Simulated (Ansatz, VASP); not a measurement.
One calculation of Si, two programs

INCAR

```
PREC = Accurate
ENCUT = 520
EDIFF = 1E-6
ISMEAR = -1
SIGMA = 0.05
LREAL = False
LASPH = True
NELM = 60
ALGO = Normal
ISIF = 2
LWAVE = False
LCHARG = False
GGA = CA
NBANDS = 16
```

File KPOINTS:

```
regular mesh
0
Gamma
  8 8 4
```

File POSCAR:

```
Si
1.0
    3.8313174605      0.0000000000      0.0000000000
   -1.9156587303      3.3180182508      0.0000000000
    0.0000000000      0.0000000000      6.3326220002
Si
4
Direct
    0.6666666667      0.3333333333      0.9369905000
    0.3333333333      0.6666666667      0.4369905000
    0.6666666667      0.3333333333      0.5630095000
    0.3333333333      0.6666666667      0.0630095000
```

Contents of input.yaml:

```yaml
crystal:
  lattice:
    - [3.8313174605, 0.0, 0.0]
    - [-1.9156587303, 3.3180182508, 0.0]
    - [0.0, 0.0, 6.3326220002]
  atoms:
    - { symbol: Si, position: [0.6666666667, 0.3333333333, 0.9369905] }
    - { symbol: Si, position: [0.3333333333, 0.6666666667, 0.4369905] }
    - { symbol: Si, position: [0.6666666667, 0.3333333333, 0.5630095] }
    - { symbol: Si, position: [0.3333333333, 0.6666666667, 0.0630095] }
kpoints:
  mp_grid: { grid: [8, 8, 4] }
scf:
  occupations: { method: fermi_dirac, width: 0.05 }
hamiltonian:
  xc: lda
  pseudopotentials: { kind: all_electron, lapw: { basis_error: 0.002 } }
output:
  forces: true
  stress: true
  eigenvalues: true
```

Alike in both runs: task single point; functional LDA; k mesh 8 × 8 × 4; occupations fermi-dirac, width 0.05 eV; no spin polarisation.

```csv
,VASP,Ansatz
version,VASP 6.6.1,Ansatz 0.2.0
potentials or method,"VASP PAW LDA potentials, release 64 (Si), cutoff 520 eV","all-electron LAPW, scalar-relativistic"
```

Ansatz gave:

```
gap on the k mesh at the Fermi level (eV) : 0.32
least direct gap on the mesh (eV)         : 0.92
pressure (GPa)                            : -2.1
rms of the force components (eV/Å)        : 0.009
```

Problem. Which values does VASP return?

Solution. gap on the k mesh at the Fermi level (eV): 0.31; least direct gap on the mesh (eV): 0.93; pressure (GPa): -2.0; rms of the force components (eV/Å): 0.009.

LDA's correlation is that of Perdew and Zunger in VASP and of Perdew and Wang (1992) in Ansatz. Atom by atom the forces differ by 0.000 eV/Å (rms over components). Ansatz ran all-electron here, and VASP with PAW potentials.
